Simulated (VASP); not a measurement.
# Sc (P6_3/mmc) in VASP: further runs

Sc is run at these levels: LDA; tasks: single point.

Program: VASP 6.6.1. These are calculated values, not measurements. Logs are shortened: lines on timing, memory, paths and dates and some standing lists are left out, and cuts for length are marked.

## (1) The cell of the first run

It takes space group P6_3/mmc (No. 194, hexagonal). The conventional cell has a = 2.289 Å, b = 2.289 Å, c = 4.179 Å, α = 90.00°, β = 90.00°, γ = 120.00°. Sc (site symmetry -6m2) has 12 Sc at 2.29 to 2.47 Å within 3.0 Å.

## (2) Single point, LDA

Contents of INCAR:

```
PREC = Accurate
ENCUT = 520
EDIFF = 1E-7
ISMEAR = -1
SIGMA = 0.05
LREAL = False
LASPH = True
NELM = 100
ALGO = Normal
ISIF = 2
LWAVE = False
LCHARG = False
NBANDS = 18
```

Contents of KPOINTS:

```
Automatic mesh
0
Gamma
  18 18 10
```

Contents of POSCAR:

```
Sc
1.0
    2.2894502906      0.0000000000      0.0000000000
   -1.1447251453      1.9827221124      0.0000000000
    0.0000000000      0.0000000000      4.1785923745
Sc
2
Direct
    0.3333333333      0.6666666667      0.2500000000
    0.6666666667      0.3333333333      0.7500000000
```

Potentials or basis: VASP PAW LDA potentials, release 64 (Sc_sv).

Launch:

```
cat potpaw_LDA.64/Sc_sv/POTCAR > POTCAR
mpirun -np 1 vasp_std > vasp.out
```

OUTCAR:

```text
PREC = Accurate
   ENCUT = 520
   EDIFF = 1E-7
   ISMEAR = -1
   LREAL = False
   LASPH = True
   NELM = 100
   ISIF = 2

 ion  position               nearest neighbor table
   1  0.333  0.667  0.250-   2 2.47   2 2.47   2 2.47   2 2.47   2 2.47   2 2.47   2 3.37   2 3.37
                             2 3.37   2 3.37   2 3.37   2 3.37
   2  0.667  0.333  0.750-   1 2.47   1 2.47   1 2.47   1 2.47   1 2.47   1 2.47   1 3.37   1 3.37
                             1 3.37   1 3.37   1 3.37   1 3.37

  LATTYP: Found a hexagonal cell.
 ALAT       =     2.2894502906
 C/A-ratio  =     1.8251509507

  Lattice vectors:

 A1 = (   2.2894502906,   0.0000000000,   0.0000000000)
 A2 = (  -1.1447251453,   1.9827221124,   0.0000000000)
 A3 = (   0.0000000000,   0.0000000000,   4.1785923745)

Analysis of symmetry for initial positions (statically):
=====================================================================
 Subroutine PRICEL returns:
 Original cell was already a primitive cell.

 Routine SETGRP: Setting up the symmetry group for a
 hexagonal supercell.

 Subroutine GETGRP returns: Found 24 space group operations
 (whereof 12 operations were pure point group operations)
 out of a pool of 24 trial point group operations.

The static configuration has the point symmetry D_3d.
 The point group associated with its full space group is D_6h.

Analysis of symmetry for dynamics (positions and initial velocities):
=====================================================================
 Subroutine PRICEL returns:
 Original cell was already a primitive cell.

 Routine SETGRP: Setting up the symmetry group for a
 hexagonal supercell.

 Subroutine GETGRP returns: Found 24 space group operations
 (whereof 12 operations were pure point group operations)
 out of a pool of 24 trial point group operations.

The dynamic configuration has the point symmetry D_3d.
 The point group associated with its full space group is D_6h.

 Subroutine INISYM returns: Found 24 space group operations
 (whereof 12 operations are pure point group operations),
 and found     1 'primitive' translations

----------------------------------------------------------------------------------------

                                     Primitive cell

  volume of cell :      18.9681

  direct lattice vectors                    reciprocal lattice vectors
     2.289450291  0.000000000  0.000000000     0.436786072  0.252178556  0.000000000
    -1.144725145  1.982722112  0.000000000     0.000000000  0.504357113  0.000000000
     0.000000000  0.000000000  4.178592374     0.000000000  0.000000000  0.239315040

  length of vectors
     2.289450291  2.289450291  4.178592374     0.504357113  0.504357113  0.239315040

  position of ions in fractional coordinates (direct lattice)
     0.333333333  0.666666667  0.250000000
     0.666666667  0.333333333  0.750000000

  ion indices of the primitive-cell ions
   primitive index   ion index
                 1           1
                 2           2

----------------------------------------------------------------------------------------

 KPOINTS: Automatic mesh

Automatic generation of k-mesh.
 Grid dimensions read from file:
 generate k-points for:   18   18   10

 Generating k-lattice:

  Cartesian coordinates                     Fractional coordinates (reciprocal lattice)
     0.024265893  0.014009920  0.000000000     0.055555556  0.000000000  0.000000000
     0.000000000  0.028019840  0.000000000     0.000000000  0.055555556  0.000000000
     0.000000000  0.000000000  0.023931504     0.000000000  0.000000000  0.100000000

  Length of vectors
     0.028019840  0.028019840  0.023931504

  Shift w.r.t. Gamma in fractional coordinates (k-lattice)
     0.000000000  0.000000000  0.000000000

 Subroutine IBZKPT returns following result:
 ===========================================

 Found    222 irreducible k-points:

 Following reciprocal coordinates:
            Coordinates               Weight
  0.000000  0.000000  0.000000      1.000000
  0.055556  0.000000  0.000000      6.000000
  0.111111  0.000000  0.000000      6.000000
  0.166667  0.000000  0.000000      6.000000
  0.222222 -0.000000  0.000000      6.000000
  0.277778 -0.000000  0.000000      6.000000
[... 16 lines left out ...]
  0.333333  0.111111  0.000000     12.000000
  0.388889  0.111111  0.000000     12.000000
 [... further k-points ...]
   k-points           NKPTS =    222   k-points in BZ     NKDIM =    222   number of bands    NBANDS=     18
   number of dos      NEDOS =    301   number of ions     NIONS =      2
   total plane-waves  NPLWV =  10368
   dimension x,y,z NGX =    18 NGY =   18 NGZ =   32
   dimension x,y,z NGXF=    36 NGYF=   36 NGZF=   64
   ions per type =               2
   NGX,Y,Z   is equivalent  to a cutoff of  13.07, 13.07, 12.73 a.u.
   NGXF,Y,Z  is equivalent  to a cutoff of  26.14, 26.14, 25.46 a.u.
 SYSTEM =  unknown system
   PREC   = accura    normal or accurate (medium, high low for compatibility)
   ISTART =      0    job   : 0-new  1-cont  2-samecut
   ICHARG =      2    charge: 1-file 2-atom 10-const
   ISPIN  =      1    spin polarized calculation?
   LNONCOLLINEAR =      F non collinear calculations
   LSORBIT =      F    spin-orbit coupling
   LASPH  =      T    aspherical Exc in radial PAW
   ENCUT  =  520.0 eV  38.22 Ry    6.18 a.u.   4.26  4.26  7.77*2*pi/ulx,y,z
   NELM   =    100;   NELMIN=  2; NELMDL= -5     # of ELM steps
   EDIFF  = 0.1E-06   stopping-criterion for ELM
   LREAL  =      F    real-space projection
   EDIFFG = 0.1E-05   stopping-criterion for IOM
   NSW    =      0    number of steps for IOM
   IBRION =     -1    ionic relax: 0-MD 1-quasi-New 2-CG
   NFREE  =      0    steps in history (QN), initial steepest desc. (CG)
   ISIF   =      2    stress and relaxation
   ISYM   =      2    0-nonsym 1-usesym 2-fastsym
   POTIM  = 0.5000    time-step for ionic-motion
   TEBEG  =    0.0;   TEEND  =   0.0 temperature during run
   PSTRESS=    0.0 pullay stress
   NELECT =      22.0000    total number of electrons
   NUPDOWN=      -1.0000    fix difference up-down
   EMIN   =  10.00;   EMAX   =-10.00  energy-range for DOS
   EFERMI =   0.00;   METHOD = LEGACY
   ISMEAR =    -1;   SIGMA  =   0.05  broadening in eV -4-tet -1-fermi 0-gaus
   EFERMI_NEDOS =   21; number of points for ismear=-14 and -15
   IALGO  =     38    algorithm
   IMIX   =      4    mixing-type and parameters
     AMIX     =   0.40;   BMIX     =  1.00
     AMIX_MAG =   1.60;   BMIX_MAG =  1.00
  volume/ion in A,a.u.               =       9.48        64.00
  Fermi-wavevector in a.u.,A,eV,Ry     =   1.720051  3.250425 40.253870  2.958576
  Thomas-Fermi vector in A             =   2.796563
   LORBIT       =      0    0 simple, 1 ext, 2 COOP (PROOUT), +10 PAW based schemes
   GGA     = CA    functional components
   LHFCALC =     F    Hartree Fock is set to
   AEXX    =    0.0000 exact exchange contribution
   IVDW    =     0    specifies the selected vdW correction
   LEPSILON=     F    determine dielectric tensor
   LRPA    =     F    only Hartree local field effects (RPA)
 non-spin polarized calculation
  energy-cutoff  :      520.00
  volume of cell :       18.97
 maximum number of plane-waves:       538
 NGX is ok and might be reduce to    18
   NGX =  9   NGY =  9   NGZ = 15

 number of electron      21.9999989 magnetization

 Free energy of the ion-electron system (eV)
  ---------------------------------------------------
  ext. energy  EPLUGINS =         0.00000000
  ---------------------------------------------------
  free energy    TOTEN  =        -5.38514309 eV

  energy without entropy =       -5.37294162  energy(sigma->0) =       -5.37904236

 E-fermi :  11.3231     XC(G=0): -14.8816

 val. band max:       11.3157227879   @ k =   0.3889   0.2222   0.3000
 cond. band min:      11.3378794108   @ k =   0.3333   0.2222   0.5000
 fundamental gap:      0.0221566229
 Fermi energy:        11.3230638377

 k-point     1 :       0.0000    0.0000    0.0000
  band No.  band energies     occupation
      1     -37.7767      2.00000
      2     -36.4104      2.00000
      3     -18.2891      2.00000
      4     -13.3595      2.00000
      5     -12.7633      2.00000
      6     -12.7633      2.00000
[... 10 lines left out ...]
     17      17.3202      0.00000
     18      17.3202      0.00000

 k-point     2 :       0.0556    0.0000    0.0000
  band No.  band energies     occupation
      1     -37.7241      2.00000
      2     -36.3710      2.00000
      3     -18.2329      2.00000
      4     -13.3597      2.00000
      5     -12.9651      2.00000
      6     -12.8168      2.00000
[... 10 lines left out ...]
     17      17.0737      0.00000
     18      17.1623      0.00000

 k-point     3 :       0.1111    0.0000    0.0000
  band No.  band energies     occupation
      1     -37.5698      2.00000
      2     -36.2567      2.00000
      3     -18.0665      2.00000
      4     -13.5313      2.00000
      5     -13.3631      2.00000
      6     -13.1076      2.00000
[... 10 lines left out ...]
     17      16.5133      0.00000
     18      16.7598      0.00000

 k-point     4 :       0.1667    0.0000    0.0000
  band No.  band energies     occupation
      1     -37.3243      2.00000
      2     -36.0792      2.00000
      3     -17.7979      2.00000
      4     -14.3605      2.00000
      5     -13.8784      2.00000
      6     -13.3782      2.00000
[... 375 lines left out ...]
      4     -16.5694      2.00000
      5     -16.4267      2.00000
      6     -14.2587      2.00000
[... 10 lines left out ...]
     17      19.6945      0.00000
     18      19.7714      0.00000

 k-point    23 :       0.3333    0.1111    0.0000
  band No.  band energies     occupation
      1     -35.8319      2.00000
      2     -35.1923      2.00000
      3     -17.7600      2.00000
      4     -17.1184      2.00000
      5     -15.9800      2.00000
      6     -14.5119      2.00000
[... 10 lines left out ...]
     17      19.6928      0.00000
     18      20.4974      0.00000

 k-point    24 :       0.3889    0.1111    0.0000
  band No.  band energies     occupation
      1     -35.5848      2.00000
      2     -35.1121      2.00000
      3     -18.1813      2.00000
      4     -17.4782      2.00000
      5     -15.6098      2.00000
      6     -14.6712      2.00000
[... 10 lines left out ...]
     17      20.0478      0.00000
     18      20.9196      0.00000

 [... further k-points ...]

------------------------ aborting loop because EDIFF is reached ----------------------------------------

  FORCE on cell =-STRESS in cart. coord.  units (eV):
  Direction    XX          YY          ZZ          XY          YZ          ZX
  --------------------------------------------------------------------------------------
  -------------------------------------------------------------------------------------
  Total       19.7157120     19.7157120     19.4663813     -0.0000000     -0.0000000      0.0000000
  in kB     1665.3287241   1665.3287242   1644.2684835     -0.0000000     -0.0000000      0.0000000
  external PRESSURE =    1658.3086439 kB  Pullay stress =       0.0000000 kB

 VOLUME and BASIS-vectors are now :
 -----------------------------------------------------------------------------
  energy-cutoff  :      520.00
  volume of cell :       18.97
      direct lattice vectors                 reciprocal lattice vectors
     2.289450291  0.000000000  0.000000000     0.436786072  0.252178556  0.000000000
    -1.144725145  1.982722112  0.000000000     0.000000000  0.504357113  0.000000000
     0.000000000  0.000000000  4.178592374     0.000000000  0.000000000  0.239315040

 POSITION                                       TOTAL-FORCE (eV/Angst)
 -----------------------------------------------------------------------------------
     -0.00000      1.32181      1.04465         0.000000      0.000000      0.000000
      1.14473      0.66091      3.13394        -0.000000     -0.000000      0.000000
 -----------------------------------------------------------------------------------
    total drift:                               -0.000000      0.000000     -0.000000

  FREE ENERGIE OF THE ION-ELECTRON SYSTEM (eV)
  ---------------------------------------------------
  free  energy   TOTEN  =        -5.3851430937 eV

  energy  without entropy=       -5.3729416188  energy(sigma->0) =       -5.37904236
```

Wall time 59 s (1 thread of Intel Xeon Platinum 8259CL at 2.50GHz (Skylake/Cascade Lake), shared host); peak memory 0.17 GiB.

Results:

```
Free energy            : -5.3851 eV
Pressure               : 165.8 GPa
Band gap on the k mesh : zero (bands 11 and 12 overlap by 3.34 eV)
```

Stress tensor (GPa, compression positive):
```
166.53   0.00   0.00
  0.00 166.53   0.00
  0.00   0.00 164.43
```

Caveat: the cell stands under pressure.

[end of part 1 of 2]
